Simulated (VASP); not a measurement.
A run of VASP 6.6.1:

File INCAR:

```
SYSTEM = Cs2NdSe
PREC = Accurate
ENCUT = 500
EDIFF = 1E-6
ISMEAR = 0
SIGMA = 0.1
LREAL = .FALSE.
LASPH = .TRUE.
NELM = 200
ALGO = Normal
ISIF = 2
LWAVE = .FALSE.
LCHARG = .TRUE.
GGA = PE
LELF = .TRUE.
LVHAR = .TRUE.
NBANDS = 26
GGA_COMPAT = .FALSE.
LMAXMIX = 6
```

File KPOINTS:

```
regular mesh
0
G
  4 4 4
  0 0 0
```

The input POSCAR:

```
Cs2NdSe
1.0
    5.1054359400      0.0000000000      0.0000000000
    0.0000000000      5.1054359400      0.0000000000
    0.0000000000      0.0000000000      6.9217938100
Cs Nd Se
2 1 1
Direct
    0.0000000000      0.0000000000      0.2298885500
    0.0000000000      0.0000000000      0.7701114500
    0.5000000000      0.5000000000      0.0000000000
    0.5000000000      0.5000000000      0.5000000000
```

Potentials or basis: VASP PAW PBE potentials, release 64 (Cs_sv, Nd_3, Se), 4f in core.

Launch:

```sh
$ cat potpaw_PBE.64/Cs_sv/POTCAR potpaw_PBE.64/Nd_3/POTCAR potpaw_PBE.64/Se/POTCAR > POTCAR
$ mpirun -np 1 vasp_std > vasp.out
```

Hardware: 1 thread of Intel(R) Xeon(R) Platinum 8259CL CPU @ 2.50GHz (Skylake/Cascade Lake), on a shared host.

Q: How long does it take, and how much memory?

A: It took 65 s on 1 thread of Intel(R) Xeon(R) Platinum 8259CL CPU @ 2.50GHz (Skylake/Cascade Lake), with other jobs on the host, peak memory 0.31 GiB. Counts: scf iterations 13, k points 18.
